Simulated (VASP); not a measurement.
Here is a VASP 6.6.1 calculation.

File INCAR:

```
PREC = Accurate
ENCUT = 520
EDIFF = 1E-6
ISMEAR = 0
SIGMA = 0.15
LREAL = F
LASPH = T
NELM = 80
ALGO = Fast
ISIF = 2
LWAVE = F
LCHARG = F
GGA = PE
NBANDS = 18
```

The input KPOINTS:

```
Automatic mesh
0
Gamma
  18 18 14
```

POSCAR

```
CuAu
1.0
    2.9400000000      0.0000000000      0.0000000000
    0.0000000000      2.9400000000      0.0000000000
    0.0000000000      0.0000000000      3.8535000000
Cu Au
1 1
Direct
    0.5000000000      0.5000000000      0.5000000000
    0.0000000000      0.0000000000      0.0000000000
```

Potentials or basis: VASP PAW PBE potentials, release 64 (Cu, Au).

Launch:

```bash
$ cat potpaw_PBE.64/Cu/POTCAR potpaw_PBE.64/Au/POTCAR > POTCAR
$ mpirun -np 1 vasp_std > vasp.out
```

Task: Predict the band gap on the k mesh.

Result: Zero (bands 11 and 12 overlap by 6.55 eV).

Task: Predict the pressure.

Result: -11.0 GPa.

Stress tensor (GPa, compression positive):
```
-10.85   0.00   0.00
  0.00 -10.85   0.00
  0.00   0.00 -11.24
```

Caveat: the cell differs from its parent crystal (strain +0.050 along x and y, +0.050 along z); the cell stands under tension; spin-orbit coupling is left out, which moves the levels of the heavy elements.
